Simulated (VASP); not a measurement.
BaS: single point with r2SCAN

Crystal: BaS.

```
Ba S
1.0
     0.02718    3.52900    3.52900
     3.52900    0.02718    3.52900
     3.52900    3.52900    0.02718
Ba S
1 1
Direct
  0.00078 0.00078 0.00078
  0.24922 0.24922 0.24922
```

This cell differs from its parent crystal: epitaxial 111 strain -0.5%.

```yaml
Program: VASP 6.6.1
Task: single point
Functional: r2SCAN
Potentials_or_basis: VASP PAW PBE potentials, release 64 (Ba_sv, S)
Cutoff: 520 eV
k_mesh: 6 × 6 × 6
Occupations: gaussian, width 0.01 eV
Spin: no spin polarisation
Dipole_correction: no
Further_INCAR_settings: ALGO = Normal; EDIFF = 1e-06; NBANDS = 15
```

| Item | Value |
| --- | --- |
| Pressure | 0.5 GPa |
| Band gap on the k mesh | 3.09 eV (least direct gap 3.68 eV) |

Stress tensor (GPa, compression positive):
```
 0.50 -0.06 -0.06
-0.06  0.50 -0.06
-0.06 -0.06  0.50
```

Levels at points of the mesh, in eV from the valence-band top:
```csv
k point,band 5,band 6,band 7,band 8,band 9,band 10,band 11,band 12
"(0.00, 0.00, 0.00)",-10.36,-0.70,-0.67,-0.67,3.09,5.56,5.56,7.47
"(0.50, 0.00, 0.00)",-9.65,-0.59,-0.43,-0.42,4.76,5.66,5.80,5.88
"(0.50, 0.50, 0.00)",-9.45,-1.08,-0.01,0.00,3.71,4.99,6.83,6.83
"(0.50, 0.50, 0.50)",-9.63,-0.62,-0.41,-0.41,4.74,5.72,5.72,5.87
```

Run time: 99 s on 1 thread of Intel(R) Xeon(R) Platinum 8488C (Sapphire Rapids), on a shared host, peak memory 0.27 GiB.

Caveat: the cell differs from its parent crystal (epitaxial 111 strain -0.5%); the structure was generated, so it needn't be the stable form of BaS; the PAW data sets were made with another functional, which shifts forces and pressure a little; spin-orbit coupling is left out, which moves the levels of the heavy elements. A k mesh can miss the band edges.
